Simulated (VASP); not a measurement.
# CrPb (Pm-3m) in VASP: further runs

The runs below take CrPb through single point, with PBEsol.

Program: VASP 6.6.1. These are calculated values, not measurements. Logs are shortened: lines on timing, memory, paths and dates and some standing lists are left out, and cuts for length are marked.

### 1 The cell of the first run

Symmetry: Pm-3m, No. 221, cubic system. Conventional cell: a = 3.439 Å, b = 3.439 Å, c = 3.439 Å, α = 90.00°, β = 90.00°, γ = 90.00°. Within 3.9 Å of Cr (site symmetry m-3m) lie 8 Pb at 2.98 Å and 6 Cr at 3.44 Å. Within 3.9 Å of Pb (site symmetry m-3m) lie 8 Cr at 2.98 Å and 6 Pb at 3.44 Å.

### 2 Single point, PBEsol, collinear spin, antiferromagnetic start

INCAR reads:

```
SYSTEM = CrPb
PREC = Accurate
ENCUT = 520
EDIFF = 1E-6
ISMEAR = 0
SIGMA = 0.1
LREAL = .FALSE.
LASPH = .TRUE.
NELM = 150
ALGO = Normal
ISIF = 2
LWAVE = .FALSE.
LCHARG = .FALSE.
ISPIN = 2
MAGMOM = 3 -3 0 0
LORBIT = 11
LMAXMIX = 4
GGA = PS
NBANDS = 38
```

KPOINTS reads:

```
regular mesh
0
G
  12 12 6
  0 0 0
```

POSCAR reads:

```
CrPb
1.0
    3.4387398731      0.0000000000      3.4387398731
    0.0000000000      3.4387398731      3.4387398731
    0.0000000000      0.0000000000      6.8774797463
Cr Pb
2 2
Direct
    0.0000000000      0.0000000000      0.0000000000
    0.0000000000      0.0000000000      0.5000000000
    0.5000000000      0.5000000000      0.7500000000
    0.5000000000      0.5000000000      0.2500000000
```

Potentials or basis: VASP PAW PBE potentials, release 64 (Cr_pv, Pb_d).

The run is started by

```
$ cat potpaw_PBE.64/Cr_pv/POTCAR potpaw_PBE.64/Pb_d/POTCAR > POTCAR
$ mpirun -np 1 vasp_std > vasp.out
```

OUTCAR:

```text
SYSTEM = CrPb
   PREC = Accurate
   ENCUT = 520
   EDIFF = 1E-6
   ISMEAR = 0
   LREAL = .FALSE.
   LASPH = .TRUE.
   NELM = 150
   ISIF = 2
   ISPIN = 2
   LORBIT = 11
   GGA = PS

 ion  position               nearest neighbor table
   1  0.000  0.000  0.000-   3 2.98   4 2.98   4 2.98   3 2.98   4 2.98   3 2.98   3 2.98   4 2.98

   2  0.000  0.000  0.500-   4 2.98   3 2.98   4 2.98   3 2.98   4 2.98   3 2.98   4 2.98   3 2.98

   3  0.500  0.500  0.750-   2 2.98   1 2.98   2 2.98   1 2.98   2 2.98   1 2.98   2 2.98   1 2.98
                             4 3.44   4 3.44   4 3.44   4 3.44   4 3.44   4 3.44
   4  0.500  0.500  0.250-   1 2.98   2 2.98   2 2.98   1 2.98   2 2.98   1 2.98   1 2.98   2 2.98
                             3 3.44   3 3.44   3 3.44   3 3.44   3 3.44   3 3.44

  LATTYP: Found a face centered cubic cell.
 ALAT       =     6.8774797462

  Lattice vectors:

 A1 = (   3.4387398731,  -3.4387398731,   0.0000000000)
 A2 = (   3.4387398731,   0.0000000000,   3.4387398731)
 A3 = (   0.0000000000,  -3.4387398731,   3.4387398732)

Analysis of symmetry for initial positions (statically):
=====================================================================
 Subroutine PRICEL returns following result:

  LATTYP: Found a simple cubic cell.
 ALAT       =     3.4387398731
[... 12 lines left out ...]
 Subroutine GETGRP returns: Found 48 space group operations
 (whereof 48 operations were pure point group operations)
 out of a pool of 48 trial point group operations.

The static configuration has the point symmetry O_h .

Analysis of symmetry for dynamics (positions and initial velocities):
=====================================================================
 Subroutine PRICEL returns following result:

  LATTYP: Found a simple cubic cell.
 ALAT       =     3.4387398731
[... 12 lines left out ...]
 Subroutine GETGRP returns: Found 48 space group operations
 (whereof 48 operations were pure point group operations)
 out of a pool of 48 trial point group operations.

The dynamic configuration has the point symmetry O_h .

Analysis of structural, dynamic, and magnetic symmetry:
=====================================================================
 Subroutine PRICEL returns following result:

  LATTYP: Found a simple cubic cell.
 ALAT       =     3.4387398731
[... 12 lines left out ...]
 Subroutine GETGRP returns: Found 48 space group operations
 (whereof 48 operations were pure point group operations)
 out of a pool of 48 trial point group operations.

The overall configuration has the point symmetry O_h .

 Subroutine INISYM returns: Found 48 space group operations
 (whereof 48 operations are pure point group operations),
 and found     2 'primitive' translations

----------------------------------------------------------------------------------------

                                     Primitive cell

  volume of cell :      40.6629

  direct lattice vectors                    reciprocal lattice vectors
     0.000000000 -3.438739873  0.000000000     0.000000000 -0.290804201  0.000000000
     3.438739873  0.000000000 -0.000000000     0.290804201  0.000000000  0.000000000
     0.000000000  0.000000000  3.438739873     0.000000000  0.000000000  0.290804201

  length of vectors
     3.438739873  3.438739873  3.438739873     0.290804201  0.290804201  0.290804201

  position of ions in fractional coordinates (direct lattice)
     0.000000000  0.000000000  0.000000000
     0.500000000  0.500000000  0.500000000

  ion indices of the primitive-cell ions
   primitive index   ion index
                 1           1
                 2           3

----------------------------------------------------------------------------------------

 KPOINTS: regular mesh

Automatic generation of k-mesh.
 Grid dimensions read from file:
 generate k-points for:   12   12    6

 Generating k-lattice:

  Cartesian coordinates                     Fractional coordinates (reciprocal lattice)
     0.024233683  0.000000000  0.000000000     0.083333333  0.000000000  0.000000000
     0.000000000  0.024233683  0.000000000     0.000000000  0.083333333  0.000000000
    -0.024233683 -0.024233683  0.024233683     0.000000000  0.000000000  0.166666667

  Length of vectors
     0.024233683  0.024233683  0.041973971

  Shift w.r.t. Gamma in fractional coordinates (k-lattice)
     0.000000000  0.000000000  0.000000000

 Subroutine IBZKPT returns following result:
 ===========================================

 Found     44 irreducible k-points:

 Following reciprocal coordinates:
            Coordinates               Weight
  0.000000  0.000000  0.000000      1.000000
  0.083333  0.000000  0.000000      6.000000
  0.166667  0.000000  0.000000      6.000000
  0.250000  0.000000  0.000000      6.000000
  0.333333  0.000000  0.000000      6.000000
  0.416667  0.000000  0.000000      6.000000
[... 16 lines left out ...]
  0.333333  0.333333  0.000000     12.000000
  0.416667  0.333333  0.000000     24.000000
 [... further k-points ...]
   k-points           NKPTS =     44   k-points in BZ     NKDIM =     44   number of bands    NBANDS=     38
   number of dos      NEDOS =    301   number of ions     NIONS =      4
   total plane-waves  NPLWV =  69984
   dimension x,y,z NGX =    36 NGY =   36 NGZ =   54
   dimension x,y,z NGXF=    72 NGYF=   72 NGZF=  108
   ions per type =               2   2
   NGX,Y,Z   is equivalent  to a cutoff of  12.31, 12.31, 13.05 a.u.
   NGXF,Y,Z  is equivalent  to a cutoff of  24.61, 24.61, 26.11 a.u.
 SYSTEM =  CrPb
   PREC   = accura    normal or accurate (medium, high low for compatibility)
   ISTART =      0    job   : 0-new  1-cont  2-samecut
   ICHARG =      2    charge: 1-file 2-atom 10-const
   ISPIN  =      2    spin polarized calculation?
   LNONCOLLINEAR =      F non collinear calculations
   LSORBIT =      F    spin-orbit coupling
   LASPH  =      T    aspherical Exc in radial PAW
   ENCUT  =  520.0 eV  38.22 Ry    6.18 a.u.   9.04  9.04 12.79*2*pi/ulx,y,z
   NELM   =    150;   NELMIN=  2; NELMDL= -5     # of ELM steps
   EDIFF  = 0.1E-05   stopping-criterion for ELM
   LREAL  =      F    real-space projection
   EDIFFG = 0.1E-04   stopping-criterion for IOM
   NSW    =      0    number of steps for IOM
   IBRION =     -1    ionic relax: 0-MD 1-quasi-New 2-CG
   NFREE  =      0    steps in history (QN), initial steepest desc. (CG)
   ISIF   =      2    stress and relaxation
   ISYM   =      2    0-nonsym 1-usesym 2-fastsym
   POTIM  = 0.5000    time-step for ionic-motion
   TEBEG  =    0.0;   TEEND  =   0.0 temperature during run
   PSTRESS=    0.0 pullay stress
   NELECT =      52.0000    total number of electrons
   NUPDOWN=      -1.0000    fix difference up-down
   EMIN   =  10.00;   EMAX   =-10.00  energy-range for DOS
   EFERMI =   0.00;   METHOD = LEGACY
   ISMEAR =     0;   SIGMA  =   0.10  broadening in eV -4-tet -1-fermi 0-gaus
   EFERMI_NEDOS =   21; number of points for ismear=-14 and -15
   IALGO  =     38    algorithm
   IMIX   =      4    mixing-type and parameters
     AMIX     =   0.40;   BMIX     =  1.00
     AMIX_MAG =   1.60;   BMIX_MAG =  1.00
  volume/ion in A,a.u.               =      20.33       137.20
  Fermi-wavevector in a.u.,A,eV,Ry     =   1.410371  2.665214 27.063969  1.989146
  Thomas-Fermi vector in A             =   2.532331
   LORBIT       =     11    0 simple, 1 ext, 2 COOP (PROOUT), +10 PAW based schemes
   GGA     = PS    functional components
   LHFCALC =     F    Hartree Fock is set to
   AEXX    =    0.0000 exact exchange contribution
   IVDW    =     0    specifies the selected vdW correction
   LEPSILON=     F    determine dielectric tensor
   LRPA    =     F    only Hartree local field effects (RPA)
 spin polarized calculation
 Gauss-broadening in eV      SIGMA  =   0.10
  energy-cutoff  :      520.00
  volume of cell :       81.33
 maximum number of plane-waves:      2209
   NGX = 19   NGY = 19   NGZ = 25

 number of electron      52.0000006 magnetization      -0.0000000

 number of electron      52.0000006 magnetization       0.0000000

 Free energy of the ion-electron system (eV)
  ---------------------------------------------------
  ext. energy  EPLUGINS =         0.00000000
  ---------------------------------------------------
  free energy    TOTEN  =       -25.98799033 eV

  energy without entropy =      -25.98196148  energy(sigma->0) =      -25.98497591

 E-fermi :   8.9684     XC(G=0): -11.5372

 val. band max:        8.8880255800   @ k =   0.4167   0.2500   0.0000
 cond. band min:       8.9701837883   @ k =   0.0000   0.0000   0.3333
 fundamental gap:      0.0821582083
 Fermi energy:         8.9683665316

 spin component 1

 k-point     1 :       0.0000    0.0000    0.0000
  band No.  band energies     occupation
      1     -35.2655      1.00000
      2     -35.2655      1.00000
      3     -35.2655      1.00000
      4     -31.7554      1.00000
      5     -31.7554      1.00000
      6     -31.7554      1.00000
[... 973 lines left out ...]
     37      15.2363      0.00000
     38      16.7776      0.00000

 [... further k-points ...]

 spin component 2

 k-point     1 :       0.0000    0.0000    0.0000
  band No.  band energies     occupation
      1     -35.2655      1.00000
      2     -35.2655      1.00000
      3     -35.2655      1.00000
      4     -31.7554      1.00000
      5     -31.7554      1.00000
      6     -31.7554      1.00000
[... 973 lines left out ...]
     37      15.2363      0.00000
     38      16.7776      0.00000

 [... further k-points ...]

------------------------ aborting loop because EDIFF is reached ----------------------------------------

  FORCE on cell =-STRESS in cart. coord.  units (eV):
  Direction    XX          YY          ZZ          XY          YZ          ZX
  --------------------------------------------------------------------------------------
  -------------------------------------------------------------------------------------
  Total        0.4447970      0.4447970      0.4447970     -0.0000000     -0.0000000     -0.0000000
  in kB        8.7628316      8.7628316      8.7628316     -0.0000000     -0.0000000     -0.0000000
  external PRESSURE =       8.7628316 kB  Pullay stress =       0.0000000 kB

 VOLUME and BASIS-vectors are now :
 -----------------------------------------------------------------------------
  energy-cutoff  :      520.00
  volume of cell :       81.33
      direct lattice vectors                 reciprocal lattice vectors
     3.438739873  0.000000000  3.438739873     0.290804201  0.000000000  0.000000000
     0.000000000  3.438739873  3.438739873     0.000000000  0.290804201  0.000000000
     0.000000000  0.000000000  6.877479746    -0.145402100 -0.145402100  0.145402100

 POSITION                                       TOTAL-FORCE (eV/Angst)
 -----------------------------------------------------------------------------------
      0.00000      0.00000      0.00000         0.000000     -0.000000     -0.000000
      0.00000      0.00000      3.43874        -0.000000      0.000000      0.000000
      1.71937      1.71937      8.59685         0.000000     -0.000000     -0.000000
      1.71937      1.71937      5.15811         0.000000     -0.000000      0.000000
 -----------------------------------------------------------------------------------
    total drift:                                0.000000      0.000000      0.000000

  FREE ENERGIE OF THE ION-ELECTRON SYSTEM (eV)
  ---------------------------------------------------
  free  energy   TOTEN  =       -25.9879903339 eV

  energy  without entropy=      -25.9819614820  energy(sigma->0) =      -25.98497591

 total charge

# of ion       s       p       d       tot
------------------------------------------
    1        0.235   6.159   4.156  10.550
    2        0.235   6.159   4.156  10.550
    3        1.306   0.995   9.819  12.120
    4        1.306   0.995   9.819  12.120
--------------------------------------------------
tot          3.082  14.307  27.950  45.340

 magnetization (x)

# of ion       s       p       d       tot
------------------------------------------
    1        0.046   0.061   3.498   3.605
    2       -0.046  -0.061  -3.498  -3.605
    3        0.000   0.000   0.000   0.000
    4        0.000   0.000   0.000   0.000
--------------------------------------------------
tot          0.000   0.000   0.000   0.000
```

Wall time 2.4 min (1 thread of Intel Xeon 6975P-C (Granite Rapids), shared host); peak memory 0.42 GiB.

What came out:

* Free energy: -25.9880 eV
* Pressure: 0.9 GPa
* Band gap on the k mesh: zero (filled and empty bands overlap)
* Net moment: 0.00 μB per cell
* Site moments: Cr +3.60, -3.60; Pb +0.00 μB
* Valence electrons inside the program's atomic spheres: Cr 10.55; Pb 12.12

Caveat: the antiferromagnetic order is the one typed at the start, and another may lie lower; the PAW data sets were made with another functional, which shifts forces and pressure a little; spin-orbit coupling is left out, which moves the levels of the heavy elements.

### 3 Single point, PBEsol, collinear spin, antiferromagnetic start

This run uses another cell than the first one, of 21.18 Å³/atom.

INCAR reads:

```
ALGO     = Normal         # electronic algorithm
EDIFF    = 1E-6           # SCF threshold, eV
ENCUT    = 520            # plane-wave cutoff, eV
GGA      = PS             # functional
ISIF     = 2              # what is computed and relaxed
ISMEAR   = 0              # smearing method
ISPIN    = 2              # spin polarisation
LASPH    = True           # aspherical terms in the spheres
LCHARG   = True           # write CHGCAR
LELF     = True           # ELF
LMAXMIX  = 4              # l up to which the mixer works
LORBIT   = 11             # projections on sites
LREAL    = False          # projectors in reciprocal space
LVHAR    = True         
LWAVE    = False          # write WAVECAR
MAGMOM   = 3 -3 0 0       # initial moments
NBANDS   = 38             # bands
NELM     = 150            # most SCF steps
PREC     = Accurate       # precision mode
SIGMA    = 0.1            # smearing width, eV
```

KPOINTS reads:

```
k-points
0
Gamma
  12 12 6
```

POSCAR reads:

```
CrPb
1.0
    3.4858517531      0.0000000000      3.4858517531
    0.0000000000      3.4858517531      3.4858517531
    0.0000000000      0.0000000000      6.9717035062
Cr Pb
2 2
Direct
    0.0000000000      0.0000000000      0.0000000000
    0.0000000000      0.0000000000      0.5000000000
    0.5000000000      0.5000000000      0.7500000000
    0.5000000000      0.5000000000      0.2500000000
```

Potentials or basis: VASP PAW PBE potentials, release 64 (Cr_pv, Pb_d).

The run is started by

```
$ cat potpaw_PBE.64/Cr_pv/POTCAR potpaw_PBE.64/Pb_d/POTCAR > POTCAR
$ mpirun -np 1 vasp_std > vasp.out
```

It took 4 min on 1 thread of Intel Xeon 6975P-C (Granite Rapids), shared host; peak memory 0.46 GiB.

It converged, with:

```
Free energy                                           : -25.9809 eV
Pressure                                              : -1.6 GPa
Band gap on the k mesh                                : zero (filled and empty bands overlap)
Net moment                                            : 0.00 μB per cell
Site moments                                          : Cr +3.67, -3.67; Pb +0.00 μB
Valence electrons inside the program's atomic spheres : Cr 10.52; Pb 12.09
```

Levels at points of the mesh, in eV from the Fermi level:
Spin up:
```tsv
k point	band 23	band 24	band 25	band 26	band 27	band 28	band 29	band 30
(0.00, 0.00, 0.00)	-1.83	0.18	0.18	0.18	1.70	1.70	1.87	1.87
(0.50, 0.00, 0.00)	-1.82	-1.82	-1.79	-0.87	0.95	1.12	1.12	1.75
(0.00, 0.00, 0.50)	-1.67	-1.65	-1.65	-1.25	-0.33	1.29	1.29	1.31
```
Spin down:
| k point | band 24 | band 25 | band 26 | band 27 | band 28 | band 29 |
| --- | --- | --- | --- | --- | --- | --- |
| (0.00, 0.00, 0.00) | 0.18 | 0.18 | 0.18 | 1.70 | 1.70 | 1.87 |
| (0.50, 0.00, 0.00) | -1.82 | -1.79 | -0.87 | 0.95 | 1.12 | 1.12 |
| (0.00, 0.00, 0.50) | -1.65 | -1.65 | -1.25 | -0.33 | 1.29 | 1.29 |

Caveat: the antiferromagnetic order is the one typed at the start, and another may lie lower; the PAW data sets were made with another functional, which shifts forces and pressure a little; spin-orbit coupling is left out, which moves the levels of the heavy elements.

The gap in the log of VASP goes by the Fermi energy; the results here count the filled bands.